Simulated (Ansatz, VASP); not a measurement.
One calculation of P, two programs

```
P
1.0
    -1.57044    1.57044    1.57044
     1.57044   -1.57044    1.57044
     1.57044    1.57044   -1.57044
P
1
Direct
  0.00000 0.00000 0.00000
```

Alike in both runs: task single point; functional r2SCAN; k mesh 16 × 16 × 16; occupations fermi-dirac, width 0.1 eV; no spin polarisation.

|  | VASP | Ansatz |
| --- | --- | --- |
| version | VASP 6.6.1 | Ansatz 0.2.0 |
| potentials or method | VASP PAW PBE potentials, release 64 (P), cutoff 520 eV | plane waves (500 eV) with PAW, scalar-relativistic |
| valence electrons in the cell | 5 | 5 |

|  | VASP | Ansatz | Ansatz less VASP |
| --- | --- | --- | --- |
| pressure (GPa) | -6.5 | -6.4 | +0.08 |

VASP's potentials were made for PBE, not for r2SCAN.
